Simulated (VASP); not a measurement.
# Mg7O (P6/mmm) in VASP: notebook, part 2 of 2

VASP 6.6.1. The steps go on from the part before.

## 4. Single point, PBE, collinear spin, ferromagnetic start

This run uses another cell than the first one, of 21.20 Å³/atom.

Contents of INCAR:

```
PREC     = Accurate       # precision mode
ENCUT    = 520            # plane-wave cutoff, eV
EDIFF    = 1E-7           # SCF threshold, eV
ISMEAR   = 0              # smearing method
SIGMA    = 0.1            # smearing width, eV
LREAL    = False          # projectors in reciprocal space
LASPH    = True           # aspherical terms in the spheres
NELM     = 150            # most SCF steps
ALGO     = Normal         # electronic algorithm
ISIF     = 2              # what is computed and relaxed
LWAVE    = False          # write WAVECAR
LCHARG   = False          # write CHGCAR
ISPIN    = 2              # spin polarisation
MAGMOM   = 0 0 0 0 0 0 0 1 # initial moments
LORBIT   = 11             # projections on sites
GGA      = PE             # functional
NBANDS   = 24             # bands
```

Contents of KPOINTS:

```
Automatic mesh
0
Gamma
  3 3 4
```

Contents of POSCAR:

```
Mg7O
1.0
    5.8347444894      0.0000000000      0.0000000000
   -2.9173722447      5.0530369524      0.0000000000
    0.0000000000      0.0000000000      5.7512812129
Mg O
7 1
Direct
    0.5000000000      0.0000000000      0.7506004864
    0.0000000000      0.5000000000      0.7506004864
    0.5000000000      0.5000000000      0.7506004864
    0.0000000000      0.5000000000      0.2493995136
    0.5000000000      0.0000000000      0.2493995136
    0.5000000000      0.5000000000      0.2493995136
    0.0000000000      0.0000000000      0.5000000000
    0.0000000000      0.0000000000      0.0000000000
```

Potentials or basis: VASP PAW PBE potentials, release 64 (Mg, O).

Run with:

```
$ cat potpaw_PBE.64/Mg/POTCAR potpaw_PBE.64/O/POTCAR > POTCAR
$ mpirun -np 1 vasp_std > vasp.out
```

OUTCAR:

```text
PREC = Accurate
   ENCUT = 520
   EDIFF = 1E-7
   ISMEAR = 0
   LREAL = False
   LASPH = True
   NELM = 150
   ISIF = 2
   ISPIN = 2
   LORBIT = 11
   GGA = PE

 ion  position               nearest neighbor table
   1  0.500  0.000  0.751-   5 2.87   5 2.88   2 2.92   3 2.92   3 2.92   2 2.92   7 3.25   7 3.25

   2  0.000  0.500  0.751-   4 2.87   4 2.88   1 2.92   1 2.92   3 2.92   3 2.92   7 3.25   7 3.25

   3  0.500  0.500  0.751-   6 2.87   6 2.88   1 2.92   1 2.92   2 2.92   2 2.92   7 3.25   7 3.25

   4  0.000  0.500  0.249-   2 2.87   2 2.88   5 2.92   5 2.92   6 2.92   6 2.92   7 3.25   7 3.25

   5  0.500  0.000  0.249-   1 2.87   1 2.88   4 2.92   6 2.92   6 2.92   4 2.92   7 3.25   7 3.25

   6  0.500  0.500  0.249-   3 2.87   3 2.88   5 2.92   5 2.92   4 2.92   4 2.92   7 3.25   7 3.25

   7  0.000  0.000  0.500-   2 3.25   3 3.25   4 3.25   6 3.25   2 3.25   4 3.25   3 3.25   6 3.25
                             1 3.25   5 3.25   5 3.25   1 3.25
   8  0.000  0.000  0.000-

  LATTYP: Found a hexagonal cell.
 ALAT       =     5.8347444894
 C/A-ratio  =     0.9856954702

  Lattice vectors:

 A1 = (   5.8347444894,   0.0000000000,   0.0000000000)
[... 664 lines left out ...]
 -----------------------------------------------------------------------------
  energy-cutoff  :      520.00
  volume of cell :      169.57
      direct lattice vectors                 reciprocal lattice vectors
     5.834744489  0.000000000  0.000000000     0.171387111  0.098950395  0.000000000
    -2.917372245  5.053036952  0.000000000     0.000000000  0.197900789  0.000000000
     0.000000000  0.000000000  5.751281213     0.000000000  0.000000000  0.173874301

 POSITION                                       TOTAL-FORCE (eV/Angst)
 -----------------------------------------------------------------------------------
      2.91737      0.00000      4.31691        -0.000000     -0.000000     -0.086244
     -1.45869      2.52652      4.31691         0.000000     -0.000000     -0.086244
      1.45869      2.52652      4.31691         0.000000      0.000000     -0.086244
     -1.45869      2.52652      1.43437        -0.000000     -0.000000      0.086244
      2.91737      0.00000      1.43437        -0.000000      0.000000      0.086244
      1.45869      2.52652      1.43437        -0.000000      0.000000      0.086244
      0.00000      0.00000      2.87564        -0.000000      0.000000      0.000000
      0.00000      0.00000      0.00000        -0.000000      0.000000      0.000000
 -----------------------------------------------------------------------------------
    total drift:                                0.000000     -0.000000      0.000000

  FREE ENERGIE OF THE ION-ELECTRON SYSTEM (eV)
  ---------------------------------------------------
  free  energy   TOTEN  =       -14.6815074710 eV

  energy  without entropy=      -14.6706552964  energy(sigma->0) =      -14.67608138

 total charge

# of ion       s       p       d       tot
------------------------------------------
    1        0.234   0.119   0.013   0.365
    2        0.234   0.119   0.013   0.365
    3        0.234   0.119   0.013   0.365
    4        0.234   0.119   0.013   0.365
    5        0.234   0.119   0.013   0.365
    6        0.234   0.119   0.013   0.365
    7        0.194   0.107   0.012   0.312
    8        1.594   3.146   0.000   4.740
--------------------------------------------------
tot          3.190   3.965   0.088   7.242

 magnetization (x)

# of ion       s       p       d       tot
------------------------------------------
    1       -0.000  -0.000   0.000  -0.000
    2       -0.000  -0.000   0.000  -0.000
    3       -0.000  -0.000   0.000  -0.000
    4       -0.000  -0.000   0.000  -0.000
    5       -0.000  -0.000   0.000  -0.000
    6       -0.000  -0.000   0.000  -0.000
    7       -0.000  -0.000  -0.000  -0.000
    8        0.000   0.000   0.000   0.000
--------------------------------------------------
tot         -0.000   0.000   0.000   0.000
```

OSZICAR:

```text
N       E                     dE             d eps       ncg     rms          rms(c)
DAV:   1     0.378985691363E+02    0.37899E+02   -0.58942E+03   864   0.611E+02
DAV:   2    -0.111581656594E+02   -0.49057E+02   -0.44036E+02  1200   0.905E+01
DAV:   3    -0.174241066052E+02   -0.62659E+01   -0.61644E+01  1072   0.299E+01
DAV:   4    -0.174791647444E+02   -0.55058E-01   -0.55045E-01   992   0.306E+00
DAV:   5    -0.174795513290E+02   -0.38658E-03   -0.38655E-03  1056   0.287E-01    0.111E+01
DAV:   6    -0.167983657746E+02    0.68119E+00   -0.15921E+01  1008   0.233E+01    0.148E+01
DAV:   7    -0.150055958421E+02    0.17928E+01   -0.17370E+01  1128   0.113E+01    0.288E+00
DAV:   8    -0.148028290263E+02    0.20277E+00   -0.10140E+00   936   0.445E+00    0.167E+00
DAV:   9    -0.147329848405E+02    0.69844E-01   -0.44771E-01  1080   0.353E+00    0.205E+00
DAV:  10    -0.146855329285E+02    0.47452E-01   -0.12304E-01   976   0.143E+00    0.678E-01
DAV:  11    -0.146813248357E+02    0.42081E-02   -0.32954E-02   928   0.774E-01    0.925E-02
DAV:  12    -0.146817845625E+02   -0.45973E-03   -0.23038E-03  1040   0.211E-01    0.170E-01
DAV:  13    -0.146815778021E+02    0.20676E-03   -0.30600E-04   976   0.819E-02    0.897E-02
DAV:  14    -0.146815257124E+02    0.52090E-04   -0.14724E-04   976   0.526E-02    0.427E-02
DAV:  15    -0.146815076809E+02    0.18031E-04   -0.49135E-05   992   0.299E-02    0.981E-03
DAV:  16    -0.146815072313E+02    0.44965E-06   -0.56829E-06   992   0.109E-02    0.122E-03
DAV:  17    -0.146815074935E+02   -0.26218E-06   -0.74352E-07  1024   0.418E-03    0.252E-03
DAV:  18    -0.146815074710E+02    0.22444E-07   -0.47647E-08   576   0.134E-03
   1 F= -.14681507E+02 E0= -.14676081E+02  d E =-.108522E-01  mag=    -0.0000
```

It took 62 s on 1 thread of Intel Xeon 6975P-C (Granite Rapids), shared host; peak memory 0.41 GiB.

Results:

```
Free energy                                           : -14.6815 eV
Pressure                                              : -0.3 GPa
Largest force                                         : 0.086 eV/Å
Band gap on the k mesh                                : zero (filled and empty bands overlap)
Net moment                                            : 0.00 μB per cell
Valence electrons inside the program's atomic spheres : Mg 0.36, 0.31 (each value once); O 4.74
```

Forces on the atoms (eV/Å):
```
Mg   0.000  0.000 -0.086
Mg   0.000  0.000 -0.086
Mg   0.000  0.000 -0.086
Mg   0.000  0.000  0.086
Mg   0.000  0.000  0.086
Mg   0.000  0.000  0.086
Mg   0.000  0.000  0.000
O    0.000  0.000  0.000
```

Stress tensor (GPa, compression positive):
```
-0.01  0.00  0.00
 0.00 -0.01  0.00
 0.00  0.00 -0.95
```

Caveat: the k points lie up to 0.41 Å⁻¹ apart, too coarse for converged energies and pressures of a metal; semilocal functionals underestimate gaps, so a narrow gap can read as zero.

## 5. The runs side by side

| spin | cell | k mesh | gap on the mesh (eV) | pressure (GPa) | largest force (eV/Å) |
| --- | --- | --- | --- | --- | --- |
| off | a = 4.700, b = 4.700, c = 6.531 Å, angles 90.0, 90.0, 120.0°, 8 atoms, atomic positions A | 6 × 6 × 4 | none | 31.8 | 0.33 |
| off | a = 5.835, b = 5.835, c = 5.751 Å, angles 90.0, 90.0, 120.0°, 8 atoms, atomic positions B | 6 × 6 × 4 | none | -0.3 | 0.01 |
| collinear, ferromagnetic start | a = 5.835, b = 5.835, c = 5.751 Å, angles 90.0, 90.0, 120.0°, 8 atoms, atomic positions B | 3 × 3 × 4 | none | -0.3 | 0.09 |

Alike in all rows: task single point; level PBE; potentials or basis VASP PAW PBE potentials, release 64 (Mg, O); cutoff (eV) 520; smearing gaussian 0.1 eV.

Caveats: some runs use coarse meshes; semilocal functionals underestimate gaps, so a narrow gap can read as zero (at least some runs); the cell stands under pressure (at least some runs).

Absolute energies hang on the potentials; compare differences alone.
